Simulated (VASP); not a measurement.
Runs of VASP 6.6.1 on P. The structure is that of space group P6/mmm (No. 191), or close to it. The cells are those of the table. This isn't the form of P at room conditions, which is orthorhombic.

```tsv
task	cell	k mesh	cutoff (eV)	gap on the mesh (eV)	pressure (GPa)	relaxed volume (Å³/atom)
relaxation of cell and atoms	relaxed from a = 2.565, b = 2.565, c = 2.465 Å, angles 90.0, 90.0, 120.0°, 1 atom	9 × 9 × 8	600	none	0.1	(b)
single point	a = 2.619, b = 2.619, c = 2.441 Å, angles 90.0, 90.0, 120.0°, 1 atom	9 × 9 × 8	520	none	0.3	-
single point	a = 2.565, b = 2.565, c = 2.465 Å, angles 90.0, 90.0, 120.0°, 1 atom	6 × 6 × 6	520	none	0.1	-
single point	a = 2.602, b = 2.602, c = 2.420 Å, angles 90.0, 90.0, 120.0°, 1 atom	24 × 24 × 22	520	none	0.2	-
single point	a = 3.257, b = 3.257, c = 3.044 Å, angles 90.0, 90.0, 120.0°, 1 atom	6 × 6 × 6	520	none	(a)	-
relaxation of cell and atoms	relaxed from a = 3.257, b = 3.257, c = 3.044 Å, angles 90.0, 90.0, 120.0°, 1 atom	6 × 6 × 6	600	none	0.0	14.07
```

Alike in all rows: level PBEsol; potentials or basis VASP PAW PBE potentials, release 64 (P); no spin polarisation; smearing gaussian 0.1 eV.

Question: Fill in the values left out.

Answer: (a) -19.0; (b) 14.52.

Caveats: some runs use coarse meshes; the PAW data sets were made with another functional, which shifts forces and pressure a little; the volume moved by over 15 % at a fixed basis, so the end points are rough (at least some runs).

A gap of «none» marks levels without a gap at the run's occupations.
